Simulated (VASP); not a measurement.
The system is Sb2C3.

```
Sb C
1.0
     3.84680    0.00000    0.00000
    -1.92340    3.33143    0.00000
     0.00000    0.00000    5.98500
Sb C
2 3
Direct
  0.33333 0.66667 0.24500
  0.66667 0.33333 0.75500
  0.00000 0.00000 0.00000
  0.33333 0.66667 0.64500
  0.66667 0.33333 0.35500
```

```yaml
Program: VASP 6.6.1
Task: relaxation of cell and atoms
Functional: PBE
Potentials_or_basis: VASP PAW PBE potentials, release 64 (Sb, C)
Cutoff: 600 eV
k_mesh: 6 × 6 × 4
Occupations: gaussian, width 0.1 eV
Spin: no spin polarisation
```

At the start: pressure -7.3 GPa; volume 15.34 Å³/atom.

How do energy, volume and symmetry change on relaxing?

Over 22 steps the energy falls by 132.2 meV/atom and the volume is 14.25 Å³/atom (-7.1 %); space group P-3m1 (No. 164, to 0.1 Å) before and after.

The path:
| step | energy change (eV) | largest force (eV/Å) | pressure (GPa) | volume (Å³) |
| --- | --- | --- | --- | --- |
| 1 | 0.0000 | 0.6723 | -7.33 | 76.70 |
| 2 | -0.1850 | 0.3420 | 3.83 | 69.15 |
| 3 | -0.1960 | 0.3894 | 1.43 | 70.46 |
| 4 | -0.2531 | 0.2405 | 1.02 | 70.59 |
| 5 | -0.3017 | 0.4345 | -0.18 | 70.78 |
| 6 | -0.3082 | 0.3004 | 0.03 | 70.76 |
| 7 | -0.3280 | 0.2149 | -0.58 | 70.83 |
| 8 | -0.3987 | 0.2623 | -1.62 | 70.97 |
| 9 | -0.5371 | 1.1085 | -1.53 | 71.05 |
| 10 | -0.5365 | 0.8244 | -1.92 | 71.06 |
| 11 | -0.5389 | 0.9788 | -1.74 | 71.05 |
| 12 | -0.5431 | 1.0073 | -1.63 | 71.04 |
| 13 | -0.5519 | 1.0953 | -1.22 | 70.98 |
| 14 | -0.5521 | 1.2783 | -0.27 | 70.85 |
| 15 | -0.5547 | 1.1913 | -0.74 | 70.91 |
| 16 | -0.5632 | 1.1396 | -0.67 | 70.89 |
| 17 | -0.5863 | 0.9879 | -0.45 | 70.80 |
| 18 | -0.6227 | 0.6968 | 0.03 | 70.62 |
| 19 | -0.6570 | 0.1310 | 1.18 | 70.26 |
| 20 | -0.6575 | 0.0547 | 1.38 | 70.20 |
| 21 | -0.6597 | 0.0339 | 0.87 | 70.49 |
| 22 | -0.6610 | 0.0291 | -0.38 | 71.25 |

Final structure:
```
CELL_PARAMETERS angstrom
3.41890 0.00000 0.00000
-1.70945 2.96085 0.00000
0.00000 0.00000 7.03829
ATOMIC_POSITIONS crystal
Sb 0.33333 0.66667 0.21866
Sb 0.66667 0.33333 0.78134
C 0.00000 0.00000 0.00000
C 0.33333 0.66667 0.64812
C 0.66667 0.33333 0.35188
```

Caveat: a cell axis changed by over 15 % at a fixed basis, so the end point is rough.
